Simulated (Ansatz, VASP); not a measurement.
## One calculation of MoS2, two programs

```
CELL_PARAMETERS angstrom
3.16900 0.00000 0.00000
-1.58450 2.74443 0.00000
0.00000 0.00000 12.32400
ATOMIC_POSITIONS crystal
Mo 0.33333 0.66667 0.25000
Mo 0.66667 0.33333 0.75000
S 0.33333 0.66667 0.62300
S 0.66667 0.33333 0.12300
S 0.33333 0.66667 0.87700
S 0.66667 0.33333 0.37700
```

Alike in both runs: task relaxation of cell and atoms; functional PBE; dispersion D3(BJ); k mesh 12 × 12 × 4; occupations gaussian, width 0.02 eV; no spin polarisation.

```csv
,VASP,Ansatz
version,VASP 6.6.1,Ansatz 0.2.0
potentials or method,"VASP PAW PBE potentials, release 64 (Mo_sv, S), cutoff 600 eV","scalar-relativistic, plane waves, PAW"
valence electrons in the cell,52,52
```

VASP gave:

| Property | Result |
| --- | --- |
| gap on the k mesh at the Fermi level, each at its own relaxed structure (eV) | 0.80 |
| relaxed volume (Å³/atom) | 17.29 |
| relaxed length of the cell vector where the two differ most in proportion (Å) | 12.081 |

**Question.** What did Ansatz give for the same quantities?

**Answer.** gap on the k mesh at the Fermi level, each at its own relaxed structure (eV): 0.78; relaxed volume (Å³/atom): 17.31; relaxed length of the cell vector where the two differ most in proportion (Å): 12.090.
